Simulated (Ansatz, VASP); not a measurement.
## ZrS2: VASP beside Ansatz

Contents of INCAR:

```
ALGO = Normal ; EDIFF = 1E-6
ENCUT = 500 ; GGA = PE
GGA_COMPAT = False ; ISIF = 2
ISMEAR = 0 ; LASPH = True
LCHARG = False ; LREAL = False
LWAVE = False ; NBANDS = 19
NELM = 120 ; PREC = Accurate
SIGMA = 0.01
```

The input KPOINTS:

```
k-points
0
Gamma
  4 4 4
```

POSCAR

```
ZrS2
1.0
    3.6743990828      0.0000000000      0.0000000000
   -1.8371995414      3.1821229494      0.0000000000
    0.0000000000      0.0000000000      5.8568562426
Zr S
1 2
Direct
    0.0000000000      0.0000000000      0.0000000000
    0.3333333333      0.6666666667      0.2462324613
    0.6666666667      0.3333333333      0.7537675387
```

Input for Ansatz:

```yaml
crystal:
  lattice:
    - [3.6743990828, 0.0, 0.0]
    - [-1.8371995414, 3.1821229494, 0.0]
    - [0.0, 0.0, 5.8568562426]
  atoms:
    - { symbol: Zr, position: [0.0, 0.0, 0.0] }
    - { symbol: S, position: [0.3333333333, 0.6666666667, 0.2462324613] }
    - { symbol: S, position: [0.6666666667, 0.3333333333, 0.7537675387] }
kpoints:
  mp_grid: { grid: [4, 4, 4] }
hamiltonian:
  xc: pbe
scf:
  occupations: { method: fixed }
  n_extra_bands: 4
output:
  forces: true
  stress: true
  eigenvalues: true
```

Alike in both runs: task single point; functional PBE; k mesh 4 × 4 × 4; no spin polarisation.

|  | VASP | Ansatz |
| --- | --- | --- |
| version | VASP 6.6.1 | Ansatz 0.2.0 |
| potentials or method | VASP PAW PBE potentials, release 64 (Zr_sv, S) | plane waves |
| plane-wave cutoff (eV) | 500 | 420 |
| occupations | gaussian, width 0.01 eV | fixed |
| valence electrons in the cell | 24 | 24 |

VASP gave:

```
gap on the k mesh at the Fermi level (eV)                     : 0.86
pressure (GPa)                                                : 1.6
traceless stress, the component that is largest in VASP (GPa) : 0.23
rms of the force components (eV/Å)                            : 0.011
```

Estimate Ansatz's values.

gap on the k mesh at the Fermi level (eV): 0.86; pressure (GPa): 1.6; traceless stress, the component that is largest in VASP (GPa): 0.20; rms of the force components (eV/Å): 0.008.

Atom by atom the forces differ by 0.003 eV/Å (rms over components).

The k mesh is coarse, so the values compare programs but aren't converged.
